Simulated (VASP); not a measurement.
Set up this calculation in VASP 6.6.1, as the native input.

| Quantity | Value |
| --- | --- |
| Task | relaxation of cell and atoms |
| Functional | PBE |
| Dispersion | D3(BJ) |
| Potentials or basis | VASP PAW PBE potentials, release 64 (C) |
| Cutoff | 600 eV |
| k mesh | 12 × 12 × 12 |
| Occupations | gaussian, width 0.02 eV |
| Spin | no spin polarisation |
| Dipole correction | no |
| Further INCAR settings | ALGO = Normal; EDIFF = 1e-06; IBRION = 2; EDIFFG = -0.005; NSW = 70; ISIF = 3 |

The structure of C lies in POSCAR:

```
C
1.0
    0.0000000000      1.7857368633      1.7857368633
    1.7857368633      0.0000000000      1.7857368633
    1.7857368633      1.7857368633      0.0000000000
C
2
Direct
    0.0000000000      0.0000000000      0.0000000000
    0.2500000000      0.2500000000      0.2500000000
```

The input as run:

INCAR

```
ALGO = Normal
EDIFF = 1E-6
EDIFFG = -0.005
ENCUT = 600
GGA = PE
IBRION = 2
ISIF = 3
ISMEAR = 0
IVDW = 12
LASPH = T
LCHARG = F
LREAL = F
LWAVE = F
NELM = 100
NSW = 70
PREC = Accurate
SIGMA = 0.02
```

KPOINTS

```
k-points
0
Gamma
  12 12 12
```

Potentials or basis: VASP PAW PBE potentials, release 64 (C).

Run with:

```console
$ cat potpaw_PBE.64/C/POTCAR > POTCAR
$ mpirun -np 1 vasp_std > vasp.out
```

Results of the run:

```yaml
Relaxed_volume: 5.63 Å³/atom
Relaxed_cell: a = 2.515 Å, b = 2.515 Å, c = 2.515 Å, α = 60.00°, β = 60.00°, γ = 60.00°
Space_group_after_relaxing_to_0.05_Å: Fd-3m (No. 227)
Energy_gained_by_relaxing: 1.2 meV/atom
Ionic_steps: 3
Pressure_after_relaxing: 0.0 GPa
Band_gap_on_the_k_mesh: 4.17 eV, indirect (least direct gap 5.61 eV)
Dispersion_energy_per_atom: -0.193 eV
```

Run time: 12 s on 1 thread of Intel Xeon 8259CL, with other jobs on the host, peak memory 0.13 GiB.
